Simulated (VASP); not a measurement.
# ZnCd2Te2S (P4/mmm) in VASP: notebook

The runs below take ZnCd2Te2S through single point, relaxation of cell and atoms, with PBE.

All numbers are computed with VASP 6.6.1; they aren't measurements. Logs are shortened: lines on timing, memory, paths and dates and some standing lists are left out, and cuts for length are marked.

## Step 1: The cell of the first run

It takes space group P4/mmm (No. 123, tetragonal). Conventional cell: a = 5.363 Å, b = 5.363 Å, c = 6.078 Å, α = 90.00°, β = 90.00°, γ = 90.00°. Within 3.5 Å of Zn (site symmetry 4/mmm) lie 4 Te at 2.68 Å. Cd (site symmetry mmm) has 2 S at 2.68 Å and 2 Te at 3.04 Å within 3.5 Å. Te (site symmetry mmm) has 2 Zn at 2.68 Å and 2 Cd at 3.04 Å within 3.5 Å. S (site symmetry 4/mmm) has 4 Cd at 2.68 Å within 3.5 Å.

The cell was generated, and may not be a known phase.

## Step 2: Single point, PBE

Input file INCAR:

```
  PREC = Accurate
  ENCUT = 520
  EDIFF = 1E-6
  ISMEAR = 0
  SIGMA = 0.1
  LREAL = False
  LASPH = True
  NELM = 80
  ALGO = Normal
  ISIF = 2
  LWAVE = False
  LCHARG = True
  GGA = PE
  LELF = True
  LVHAR = True
  NBANDS = 36
```

Input file KPOINTS:

```
regular mesh
0
Gamma
  4 4 4
```

Input file POSCAR:

```
ZnCd2Te2S
1.0
    5.3627476277      0.0000000000      0.0000000000
    0.0000000000      5.3627476277      0.0000000000
    0.0000000000      0.0000000000      6.0779780860
Zn Cd Te S
1 2 2 1
Direct
    0.5000000000      0.5000000000      0.0000000000
    0.5000000000      0.0000000000      0.5000000000
    0.0000000000      0.5000000000      0.5000000000
    0.5000000000      0.0000000000      0.0000000000
    0.0000000000      0.5000000000      0.0000000000
    0.0000000000      0.0000000000      0.5000000000
```

Potentials or basis: VASP PAW PBE potentials, release 64 (Zn, Cd, Te, S).

Launch:

```sh
cat potpaw_PBE.64/Zn/POTCAR potpaw_PBE.64/Cd/POTCAR potpaw_PBE.64/Te/POTCAR potpaw_PBE.64/S/POTCAR > POTCAR
mpirun -np 1 vasp_std > vasp.out
```

OUTCAR:

```text
PREC = Accurate
   ENCUT = 520
   EDIFF = 1E-6
   ISMEAR = 0
   LREAL = False
   LASPH = True
   NELM = 80
   ISIF = 2
   GGA = PE

 ion  position               nearest neighbor table
   1  0.500  0.500  0.000-   4 2.68   5 2.68   4 2.68   5 2.68
   2  0.500  0.000  0.500-   6 2.68   6 2.68   4 3.04   4 3.04
   3  0.000  0.500  0.500-   6 2.68   6 2.68   5 3.04   5 3.04
   4  0.500  0.000  0.000-   1 2.68   1 2.68   2 3.04   2 3.04
   5  0.000  0.500  0.000-   1 2.68   1 2.68   3 3.04   3 3.04
   6  0.000  0.000  0.500-   2 2.68   3 2.68   3 2.68   2 2.68

  LATTYP: Found a simple tetragonal cell.
 ALAT       =     5.3627476277
 C/A-ratio  =     1.1333701505

  Lattice vectors:

 A1 = (   5.3627476277,   0.0000000000,   0.0000000000)
 A2 = (   0.0000000000,   5.3627476277,   0.0000000000)
 A3 = (   0.0000000000,   0.0000000000,   6.0779780860)

Analysis of symmetry for initial positions (statically):
=====================================================================
 Subroutine PRICEL returns:
 Original cell was already a primitive cell.

 Routine SETGRP: Setting up the symmetry group for a
 simple tetragonal supercell.

 Subroutine GETGRP returns: Found 16 space group operations
 (whereof 16 operations were pure point group operations)
 out of a pool of 16 trial point group operations.

The static configuration has the point symmetry D_4h.

Analysis of symmetry for dynamics (positions and initial velocities):
=====================================================================
 Subroutine PRICEL returns:
 Original cell was already a primitive cell.

 Routine SETGRP: Setting up the symmetry group for a
 simple tetragonal supercell.

 Subroutine GETGRP returns: Found 16 space group operations
 (whereof 16 operations were pure point group operations)
 out of a pool of 16 trial point group operations.

The dynamic configuration has the point symmetry D_4h.

 Subroutine INISYM returns: Found 16 space group operations
 (whereof 16 operations are pure point group operations),
 and found     1 'primitive' translations

----------------------------------------------------------------------------------------

                                     Primitive cell

  volume of cell :     174.7969

[... 89 lines left out ...]
   EDIFF  = 0.1E-05   stopping-criterion for ELM
   LREAL  =      F    real-space projection
   EDIFFG = 0.1E-04   stopping-criterion for IOM
   NSW    =      0    number of steps for IOM
   IBRION =     -1    ionic relax: 0-MD 1-quasi-New 2-CG
   NFREE  =      0    steps in history (QN), initial steepest desc. (CG)
   ISIF   =      2    stress and relaxation
   ISYM   =      2    0-nonsym 1-usesym 2-fastsym
   POTIM  = 0.5000    time-step for ionic-motion
   TEBEG  =    0.0;   TEEND  =   0.0 temperature during run
   PSTRESS=    0.0 pullay stress
   NELECT =      54.0000    total number of electrons
   NUPDOWN=      -1.0000    fix difference up-down
   EMIN   =  10.00;   EMAX   =-10.00  energy-range for DOS
   EFERMI =   0.00;   METHOD = LEGACY
   ISMEAR =     0;   SIGMA  =   0.10  broadening in eV -4-tet -1-fermi 0-gaus
   EFERMI_NEDOS =   21; number of points for ismear=-14 and -15
   IALGO  =     38    algorithm
   IMIX   =      4    mixing-type and parameters
     AMIX     =   0.40;   BMIX     =  1.00
     AMIX_MAG =   1.60;   BMIX_MAG =  1.00
  volume/ion in A,a.u.               =      29.13       196.60
  Fermi-wavevector in a.u.,A,eV,Ry     =   1.106695  2.091351 16.664074  1.224775
  Thomas-Fermi vector in A             =   2.243200
   LORBIT       =      0    0 simple, 1 ext, 2 COOP (PROOUT), +10 PAW based schemes
   GGA     = PE    functional components
   LHFCALC =     F    Hartree Fock is set to
   AEXX    =    0.0000 exact exchange contribution
   IVDW    =     0    specifies the selected vdW correction
   LEPSILON=     F    determine dielectric tensor
   LRPA    =     F    only Hartree local field effects (RPA)
 non-spin polarized calculation
 Gauss-broadening in eV      SIGMA  =   0.10
  energy-cutoff  :      520.00
  volume of cell :      174.80
 maximum number of plane-waves:      4736
 NGX is ok and might be reduce to    40
   NGX = 19   NGY = 19   NGZ = 23

 number of electron      54.0000023 magnetization

 Free energy of the ion-electron system (eV)
  ---------------------------------------------------
  ext. energy  EPLUGINS =         0.00000000
  ---------------------------------------------------
  free energy    TOTEN  =       -12.61220653 eV

  energy without entropy =      -12.58719360  energy(sigma->0) =      -12.59970006

 E-fermi :   3.0765     XC(G=0):  -9.0634

 val. band max:        3.0615542967   @ k =   0.5000   0.2500   0.2500
 cond. band min:       3.0786303849   @ k =   0.2500   0.2500   0.0000
 fundamental gap:      0.0170760882
 Fermi energy:         3.0765306305

 k-point     1 :       0.0000    0.0000    0.0000
  band No.  band energies     occupation
      1      -9.6334      2.00000
      2      -8.8314      2.00000
      3      -7.7058      2.00000
      4      -5.7869      2.00000
      5      -5.6991      2.00000
      6      -5.6539      2.00000
[... 691 lines left out ...]
     35       7.2949      0.00000
     36       7.5104      0.00000

------------------------ aborting loop because EDIFF is reached ----------------------------------------

  FORCE on cell =-STRESS in cart. coord.  units (eV):
  Direction    XX          YY          ZZ          XY          YZ          ZX
  --------------------------------------------------------------------------------------
  -------------------------------------------------------------------------------------
  Total        0.0255357      0.0255357      0.3607008      0.0000000      0.0000000      0.0000000
  in kB        0.2340585      0.2340585      3.3061598      0.0000000      0.0000000      0.0000000
  external PRESSURE =       1.2580922 kB  Pullay stress =       0.0000000 kB

 VOLUME and BASIS-vectors are now :
 -----------------------------------------------------------------------------
  energy-cutoff  :      520.00
  volume of cell :      174.80
      direct lattice vectors                 reciprocal lattice vectors
     5.362747628  0.000000000  0.000000000     0.186471576  0.000000000  0.000000000
     0.000000000  5.362747628  0.000000000     0.000000000  0.186471576  0.000000000
     0.000000000  0.000000000  6.077978086     0.000000000  0.000000000  0.164528398

 POSITION                                       TOTAL-FORCE (eV/Angst)
 -----------------------------------------------------------------------------------
      2.68137      2.68137      0.00000         0.000000      0.000000      0.000000
      2.68137      0.00000      3.03899         0.000000      0.000000      0.000000
      0.00000      2.68137      3.03899         0.000000      0.000000      0.000000
      2.68137      0.00000      0.00000         0.000000      0.000000      0.000000
      0.00000      2.68137      0.00000         0.000000      0.000000      0.000000
      0.00000      0.00000      3.03899         0.000000      0.000000      0.000000
 -----------------------------------------------------------------------------------
    total drift:                               -0.000000      0.000000     -0.000000

  FREE ENERGIE OF THE ION-ELECTRON SYSTEM (eV)
  ---------------------------------------------------
  free  energy   TOTEN  =       -12.6122065281 eV

  energy  without entropy=      -12.5871935992  energy(sigma->0) =      -12.59970006
```

stdout:

```text
POSCAR found type information on POSCAR ZnCdTeS
 POSCAR found :  4 types and       6 ions
 scaLAPACK will be used
 LDA part: xc-table for (Slater+PW92), standard interpolation
 POSCAR, INCAR and KPOINTS ok, starting setup
 FFT: planning ... GRIDC
 FFT: planning ... GRID_SOFT
 FFT: planning ... GRID
 WAVECAR not read
 entering main loop
```

Wall time 44 s (1 thread of Intel Xeon 6975P-C (Granite Rapids), shared host); peak memory 0.33 GiB.

What came out:

| Property | Result |
| --- | --- |
| Free energy | -12.6122 eV |
| Pressure | 0.1 GPa |
| Band gap on the k mesh | zero (bands 27 and 28 overlap by 1.26 eV) |

Levels at points of the mesh, in eV from the Fermi level:
```csv
k point,band 24,band 25,band 26,band 27,band 28,band 29,band 30,band 31
"(0.00, 0.00, 0.00)",-2.18,-2.09,-1.33,-0.89,-0.46,-0.22,-0.22,4.14
"(0.50, 0.00, 0.00)",-3.08,-1.61,-1.18,-1.08,-0.88,1.56,2.82,3.19
"(0.50, 0.50, 0.00)",-2.74,-1.53,0.28,0.30,0.74,1.35,2.37,2.37
"(0.00, 0.00, 0.50)",-3.01,-1.99,-1.27,-0.27,-0.27,1.02,2.81,3.17
"(0.50, 0.00, 0.50)",-2.27,-1.36,-0.82,-0.66,1.16,2.01,2.32,3.06
"(0.50, 0.50, 0.50)",-0.70,-0.54,-0.54,0.38,0.88,3.58,3.58,3.58
```

Caveat: spin-orbit coupling is left out, which moves the levels of the heavy elements.

## Step 3: Single point, PBE

This run uses another cell than the first one, of 25.11 Å³/atom.

Input file INCAR:

```
SYSTEM = ZnCd2Te2S
PREC = Accurate
ENCUT = 520
EDIFF = 1E-6
ISMEAR = 0
SIGMA = 0.1
LREAL = .FALSE.
LASPH = .TRUE.
NELM = 60
ALGO = Normal
ISIF = 2
LWAVE = .FALSE.
LCHARG = .FALSE.
GGA = PE
NBANDS = 36
```

Input file KPOINTS:

```
Automatic mesh
0
G
  4 4 4
  0 0 0
```

Changes to POSCAR since step 2:

```diff
@@ -2,5 +2,5 @@
 1.0
-    5.3627476277      0.0000000000      0.0000000000
-    0.0000000000      5.3627476277      0.0000000000
-    0.0000000000      0.0000000000      6.0779780860
+    5.8772118400      0.0000000000      0.0000000000
+    0.0000000000      5.8772118400      0.0000000000
+    0.0000000000      0.0000000000      4.3618825200
 Zn Cd Te S
```

Potentials or basis: VASP PAW PBE potentials, release 64 (Zn, Cd, Te, S).

Launch:

```sh
cat potpaw_PBE.64/Zn/POTCAR potpaw_PBE.64/Cd/POTCAR potpaw_PBE.64/Te/POTCAR potpaw_PBE.64/S/POTCAR > POTCAR
mpirun -np 1 vasp_std > vasp.out
```

Run time: 42 s. Hardware: 1 thread of Intel Xeon 6975P-C (Granite Rapids), shared host; peak memory 0.31 GiB.

It converged, with:

| Property | Result |
| --- | --- |
| Free energy | -3.0091 eV |
| Pressure | 32.4 GPa |
| Band gap on the k mesh | zero (bands 27 and 28 overlap by 0.76 eV) |

Stress tensor (GPa, compression positive):
```
 1.00  0.00  0.00
 0.00  1.00  0.00
 0.00  0.00 95.15
```

Levels at points of the mesh, in eV from the Fermi level:
```csv
k point,band 24,band 25,band 26,band 27,band 28,band 29,band 30,band 31
"(0.00, 0.00, 0.00)",-3.03,-2.28,-0.36,0.03,0.03,0.48,1.98,4.09
"(0.50, 0.00, 0.00)",-2.52,-1.83,-0.52,0.07,0.66,1.18,2.49,3.61
"(0.50, 0.50, 0.00)",-1.72,-1.72,-1.63,-0.77,2.01,2.56,2.56,2.98
"(0.00, 0.00, 0.50)",-2.67,-2.13,-1.37,-0.69,-0.69,1.99,1.99,2.20
"(0.50, 0.00, 0.50)",-2.50,-1.33,-0.13,0.04,0.26,1.37,1.66,3.03
"(0.50, 0.50, 0.50)",-0.44,-0.02,-0.02,0.05,0.59,2.50,3.16,3.16
```

Caveat: the k points lie up to 0.36 Å⁻¹ apart, too coarse for converged energies and pressures of a metal; semilocal functionals underestimate gaps, and a narrow one can read as zero; spin-orbit coupling is left out, which moves the levels of the heavy elements.

## Step 4: Relaxation of cell and atoms, PBE

This run uses another cell than the first one, of 25.11 Å³/atom.

Input file INCAR:

```
PREC = Accurate ; ENCUT = 600
EDIFF = 1E-6 ; ISMEAR = 0
SIGMA = 0.1 ; LREAL = False
LASPH = True ; NELM = 60
ALGO = Normal ; ISIF = 3
LWAVE = False ; LCHARG = False
GGA = PE ; IBRION = 2
NSW = 90 ; EDIFFG = -0.04
```

Input file KPOINTS:

```
Automatic mesh
0
Gamma
  4 4 4
```

POSCAR is that of step 3.

Launch:

```sh
cat potpaw_PBE.64/Zn/POTCAR potpaw_PBE.64/Cd/POTCAR potpaw_PBE.64/Te/POTCAR potpaw_PBE.64/S/POTCAR > POTCAR
mpirun -np 1 vasp_std > vasp.out
```

Wall time 5.3 min (1 thread of Intel Xeon 6975P-C (Granite Rapids), shared host); peak memory 0.36 GiB.

The run converged. Its results:

| Property | Result |
| --- | --- |
| Free energy | -12.5826 eV |
| Relaxed volume | 29.23 Å³/atom |
| Relaxed cell | a = 5.351 Å, b = 5.351 Å, c = 6.125 Å, α = 90.00°, β = 90.00°, γ = 90.00° |
| Space group after relaxing (to 0.1 Å) | P4/mmm (No. 123) |
| Energy gained by relaxing | 1595.6 meV/atom |
| Ionic steps | 9 |
| Pressure after relaxing | 0.0 GPa |
| Band gap on the k mesh | zero (bands 27 and 28 overlap by 1.30 eV) |

Stress tensor (GPa, compression positive):
```
 0.09  0.00  0.00
 0.00  0.09  0.00
 0.00  0.00 -0.17
```

Step by step:
| step | energy change (eV) | largest force (eV/Å) | pressure (GPa) | volume (Å³) |
| --- | --- | --- | --- | --- |
| 1 | 0.0000 | 0.0000 | 32.35 | 150.67 |
| 2 | -7.2446 | 0.0000 | -6.68 | 262.81 |
| 3 | -8.8464 | 0.0000 | -3.33 | 202.01 |
| 4 | -9.3500 | 0.0000 | -2.05 | 185.43 |
| 5 | -9.5347 | 0.0000 | 0.12 | 173.35 |
| 6 | -9.5418 | 0.0000 | 0.87 | 170.07 |
| 7 | -9.5421 | 0.0000 | 0.71 | 170.69 |
| 8 | -9.5671 | 0.0000 | 0.35 | 172.82 |
| 9 | -9.5735 | 0.0000 | 0.00 | 175.39 |

Final structure:
```xyz
6
Lattice="5.3509 0.0000 0.0000 0.0000 5.3509 0.0000 0.0000 0.0000 6.1254" Properties=species:S:1:pos:R:3 pbc="T T T"
Zn    2.6755    2.6755    0.0000
Cd    2.6755    0.0000    3.0627
Cd    0.0000    2.6755    3.0627
Te    2.6755    0.0000    0.0000
Te    0.0000    2.6755    0.0000
S     0.0000    0.0000    3.0627
```

Levels at points of the mesh, in eV from the Fermi level:
```
           k point  band 23  band 24  band 25  band 26  band 27  band 28  band 29  band 30  band 31  band 32
(0.00, 0.00, 0.00)    -3.08    -2.19    -2.04    -1.31    -0.92    -0.47    -0.22    -0.22     4.16     4.18
(0.50, 0.00, 0.00)    -3.16    -3.05    -1.61    -1.19    -1.10    -0.89     1.57     2.84     3.18     3.26
(0.50, 0.50, 0.00)    -2.70    -2.70    -1.55     0.27     0.32     0.77     1.34     2.39     2.39     4.25
(0.00, 0.00, 0.50)    -3.43    -2.96    -2.01    -1.26    -0.27    -0.27     0.91     3.20     3.20     3.81
(0.50, 0.00, 0.50)    -3.16    -2.27    -1.37    -0.86    -0.70     1.19     1.90     2.35     3.09     3.29
(0.50, 0.50, 0.50)    -1.18    -0.75    -0.58    -0.58     0.41     0.90     3.52     3.82     3.82     4.25
```

Caveat: the k points lie up to 0.29 Å⁻¹ apart in the final cell, too coarse for converged energies and pressures of a metal; the volume moved by over 15 % at a fixed basis, so the end points are rough; spin-orbit coupling is left out, which moves the levels of the heavy elements.

## Step 5: Single point, PBE

This run uses another cell than the first one, of 29.20 Å³/atom.

Input file INCAR:

```
SYSTEM = ZnCd2Te2S
PREC = Accurate ; ENCUT = 520
EDIFF = 1E-6 ; ISMEAR = 0
SIGMA = 0.1 ; LREAL = .False.
LASPH = .True. ; NELM = 60
ALGO = Normal ; ISIF = 2
LWAVE = .False. ; LCHARG = .True.
GGA = PE ; LELF = .True.
LVHAR = .True. ; NBANDS = 36
```

Input file KPOINTS:

```
Automatic mesh
0
Gamma
  8 8 6
  0 0 0
```

Changes to POSCAR since step 4:

```diff
@@ -2,5 +2,5 @@
 1.0
-    5.8772118400      0.0000000000      0.0000000000
-    0.0000000000      5.8772118400      0.0000000000
-    0.0000000000      0.0000000000      4.3618825200
+    5.3610074722      0.0000000000      0.0000000000
+    0.0000000000      5.3610074722      0.0000000000
+    0.0000000000      0.0000000000      6.0950917925
 Zn Cd Te S
```

Launch:

```sh
cat potpaw_PBE.64/Zn/POTCAR potpaw_PBE.64/Cd/POTCAR potpaw_PBE.64/Te/POTCAR potpaw_PBE.64/S/POTCAR > POTCAR
mpirun -np 1 vasp_std > vasp.out
```

Wall time 2.4 min (1 thread of Intel Xeon 6975P-C (Granite Rapids), shared host); peak memory 0.53 GiB.

It converged, with:

```
Free energy            : -12.6120 eV
Pressure               : 0.1 GPa
Band gap on the k mesh : zero (bands 27 and 28 overlap by 1.40 eV)
```

Levels at points of the mesh, in eV from the Fermi level:
```tsv
k point	band 23	band 24	band 25	band 26	band 27	band 28	band 29	band 30	band 31	band 32
(0.00, 0.00, 0.00)	-2.95	-2.07	-1.96	-1.18	-0.81	-0.37	-0.11	-0.11	4.28	4.28
(0.50, 0.00, 0.00)	-3.07	-2.96	-1.50	-1.08	-0.98	-0.79	1.66	2.96	3.29	3.36
(0.50, 0.50, 0.00)	-2.61	-2.61	-1.45	0.40	0.42	0.85	1.48	2.46	2.46	4.36
(0.00, 0.00, 0.50)	-3.32	-2.89	-1.90	-1.13	-0.16	-0.16	1.09	2.87	3.29	3.29
(0.50, 0.00, 0.50)	-3.05	-2.17	-1.25	-0.73	-0.57	1.29	2.07	2.44	3.20	3.44
(0.50, 0.50, 0.50)	-1.08	-0.63	-0.45	-0.45	0.52	0.99	3.67	3.67	3.68	3.94
```

Caveat: spin-orbit coupling is left out, which moves the levels of the heavy elements.

## Step 6: Summary

| task | cell | k mesh | cutoff (eV) | gap on the mesh (eV) | pressure (GPa) |
| --- | --- | --- | --- | --- | --- |
| single point | a = 5.363, b = 5.363, c = 6.078 Å, 6 atoms | 4 × 4 × 4 | 520 | none | 0.1 |
| single point | a = 5.877, b = 5.877, c = 4.362 Å, 6 atoms | 4 × 4 × 4 | 520 | none | 32.4 |
| relaxation of cell and atoms | relaxed from a = 5.877, b = 5.877, c = 4.362 Å, 6 atoms | 4 × 4 × 4 | 600 | none | 0.0 |
| single point | a = 5.361, b = 5.361, c = 6.095 Å, 6 atoms | 8 × 8 × 6 | 520 | none | 0.1 |

Alike in all rows: level PBE; potentials or basis VASP PAW PBE potentials, release 64 (Zn, Cd, Te, S); no spin polarisation; smearing gaussian 0.1 eV.

Caveats: some runs use coarse meshes; spin-orbit coupling is left out, which moves the levels of the heavy elements; semilocal functionals underestimate gaps, and a narrow one can read as zero (at least some runs); the volume moved by over 15 % at a fixed basis, so the end points are rough (at least some runs).

Absolute energies hang on the potentials; compare differences alone.

The gap in the log of VASP goes by the Fermi energy; the results here count the filled bands.